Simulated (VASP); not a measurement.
Wanted: the native input for a VASP 6.6.1 run.

- Task: relaxation of cell and atoms
- Functional: PBEsol
- Potentials or basis: VASP PAW PBE potentials, release 64 (Co, Ti_sv)
- Cutoff: 600 eV
- k mesh: 9 × 9 × 9
- Occupations: fermi-dirac, width 0.05 eV
- Spin: collinear spin, ferromagnetic start
- Starting moments: [2.0, 1.0] μB
- Target pressure: 5 GPa
- Dipole correction: no
- Further INCAR settings: ALGO = Normal; EDIFF = 1e-06; IBRION = 2; EDIFFG = -0.005; NSW = 80; ISIF = 3

The structure of TiCo lies in POSCAR:

```
TiCo
1.0
    2.9861109900      0.0000000000      0.0000000000
    0.0000000000      2.9861109900      0.0000000000
    0.0000000000      0.0000000000      2.9861109900
Co Ti
1 1
Direct
    0.5000000000      0.5000000000      0.5000000000
    0.0000000000      0.0000000000      0.0000000000
```

These files were run (other wordings do the same):

INCAR

```
PREC = Accurate
ENCUT = 600
EDIFF = 1E-6
ISMEAR = -1
SIGMA = 0.05
LREAL = False
LASPH = True
NELM = 150
ALGO = Normal
ISIF = 3
LWAVE = False
LCHARG = False
ISPIN = 2
MAGMOM = 2 1
LORBIT = 11
LMAXMIX = 4
GGA = PS
IBRION = 2
NSW = 80
EDIFFG = -0.005
PSTRESS = 50.0
```

KPOINTS

```
regular mesh
0
Gamma
  9 9 9
```

Potentials or basis: VASP PAW PBE potentials, release 64 (Co, Ti_sv).

Launch:

```console
$ cat potpaw_PBE.64/Co/POTCAR potpaw_PBE.64/Ti_sv/POTCAR > POTCAR
$ mpirun -np 1 vasp_std > vasp.out
```

It gave:

```
Relaxed volume                                             : 12.32 Å³/atom
Relaxed cell                                               : a = 2.910 Å, b = 2.910 Å, c = 2.910 Å, α = 90.00°, β = 90.00°, γ = 90.00°
Space group after relaxing (to 0.1 Å)                      : Pm-3m (No. 221)
Energy change on relaxing (the run minimises the enthalpy) : -14.4 meV/atom
Ionic steps                                                : 4
Pressure after relaxing                                    : 5.0 GPa
Net moment                                                 : 0.53 μB per cell
Site moments                                               : Co +0.56; Ti -0.01 μB
Valence electrons inside the program's atomic spheres      : Co 8.43; Ti 10.41
```

Caveat: the cell is relaxed towards a set pressure, so the run minimises the enthalpy, not the energy; the PAW data sets were made with another functional, which shifts forces and pressure a little.

Run time: 58 s on 1 thread of Intel(R) Xeon(R) Platinum 8488C (Sapphire Rapids), with other jobs on the host, peak memory 0.17 GiB.
